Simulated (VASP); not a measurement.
Crystal: LiF.

```
Li F
1.0
     0.00000    2.03409    2.03409
     2.03409    0.00000    2.03409
     2.03409    2.03409    0.00000
Li F
1 1
Direct
  0.00000 0.00000 0.00000
  0.50000 0.50000 0.50000
```

```yaml
Program: VASP 6.6.1
Task: relaxation of cell and atoms
Functional: PBEsol
Potentials_or_basis: VASP PAW PBE potentials, release 64 (Li_sv, F)
Cutoff: 600 eV
k_mesh: 10 × 10 × 10
Occupations: fermi-dirac, width 0.02 eV
Spin: no spin polarisation
```

At the start: pressure -3.5 GPa; volume 8.42 Å³/atom.

Problem. How do energy, volume and symmetry change on relaxing?

Solution. Over 4 steps the energy falls by 5.0 meV/atom and the volume is 7.98 Å³/atom (-5.2 %); space group Fm-3m (No. 225, to 0.05 Å).

The path:
```
step  energy change (eV)  largest force (eV/Å)  pressure (GPa)  volume (Å³)
   1              0.0000                0.0000           -3.46        16.83
   2             -0.0074                0.0000           -1.86        16.39
   3             -0.0099                0.0000           -0.33        16.03
   4             -0.0100                0.0000           -0.01        15.96
```

Final structure:
```
CELL_PARAMETERS angstrom
0.00000 1.99822 1.99822
1.99822 0.00000 1.99822
1.99822 1.99822 0.00000
ATOMIC_POSITIONS crystal
Li 0.00000 0.00000 0.00000
F 0.50000 0.50000 0.50000
```

Caveat: the cutoff is under 1.25 times the usual one of these potentials, so pressure, stress and relaxed cells hold a basis-set (Pulay) error; the PAW data sets were made with another functional, which shifts forces and pressure a little.
